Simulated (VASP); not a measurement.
Set up this calculation in VASP 6.6.1, as the native input.

```
Task                   : single point
Functional             : LDA
Potentials or basis    : VASP PAW LDA potentials, release 64 (Zr_sv)
Cutoff                 : 500 eV
k mesh                 : 12 × 12 × 12
Occupations            : fermi-dirac, width 0.1 eV
Spin                   : non-collinear spin, zero start, spin-orbit coupling
Starting moments       : [[0.0, 0.0, 0.0]] μB
Dipole correction      : no
Further INCAR settings : ALGO = Normal; EDIFF = 1e-06; NBANDS = 23
```

The structure of Zr lies in POSCAR:

```
Zr
1.0
    0.0000000000      2.2090893081      2.2090893081
    2.2090893081      0.0000000000      2.2090893081
    2.2090893081      2.2090893081      0.0000000000
Zr
1
Direct
    0.0000000000      0.0000000000      0.0000000000
```

These files were run (other wordings do the same):

INCAR

```
ALGO     = Normal         # electronic algorithm
EDIFF    = 1E-6           # SCF threshold, eV
ENCUT    = 500            # plane-wave cutoff, eV
GGA      = CA             # functional
GGA_COMPAT= F            
ISIF     = 2              # what is computed and relaxed
ISMEAR   = -1             # smearing method
LASPH    = T              # aspherical terms in the spheres
LCHARG   = T              # write CHGCAR
LMAXMIX  = 4              # l up to which the mixer works
LORBIT   = 11             # projections on sites
LORBMOM  = T            
LREAL    = F              # projectors in reciprocal space
LSORBIT  = T              # spin-orbit coupling
LVHAR    = T            
LWAVE    = F              # write WAVECAR
MAGMOM   = 0 0 0          # initial moments
NBANDS   = 23             # bands
NELM     = 200            # most SCF steps
PREC     = Accurate       # precision mode
SIGMA    = 0.1            # smearing width, eV
```

KPOINTS

```
k-points
0
Gamma
  12 12 12
```

Potentials or basis: VASP PAW LDA potentials, release 64 (Zr_sv).

Command:

```sh
$ cat potpaw_LDA.64/Zr_sv/POTCAR > POTCAR
$ mpirun -np 1 vasp_ncl > vasp.out
```

Results of the run:

| Item | Value |
| --- | --- |
| Pressure | 0.0 GPa |
| Net moment | 0.00 μB per cell |
| Valence electrons inside the program's atomic spheres | Zr 9.95 |

It took 77 s on 1 thread of Intel Xeon 8259CL, on a shared host, peak memory 0.2 GiB.
